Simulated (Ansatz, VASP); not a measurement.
# NaCl: VASP beside Ansatz

```
Cl Na
1.0
     3.50219    0.00000    0.00000
     0.00000    3.50219    0.00000
     0.00000    0.00000    3.50219
Cl Na
1 1
Direct
  0.50000 0.50000 0.50000
  0.00000 0.00000 0.00000
```

Alike in both runs: task single point; functional PBE; k mesh 4 × 4 × 4; occupations fermi-dirac, width 0.04 eV; no spin polarisation.

|  | VASP | Ansatz |
| --- | --- | --- |
| version | VASP 6.6.1 | Ansatz 0.2.0 |
| potentials or method | VASP PAW PBE potentials, release 64 (Cl, Na_pv), cutoff 500 eV | all-electron LAPW, scalar-relativistic |

VASP gave:

```
gap on the k mesh at the Fermi level (eV) : 3.97
least direct gap on the mesh (eV)         : 4.46
pressure (GPa)                            : 0.1
```

Problem. Which values does Ansatz return?

Solution. gap on the k mesh at the Fermi level (eV): 3.97; least direct gap on the mesh (eV): 4.46; pressure (GPa): 0.2.

Ansatz ran all-electron here, and VASP with PAW potentials.

The k mesh is coarse, so the values compare programs but aren't converged.
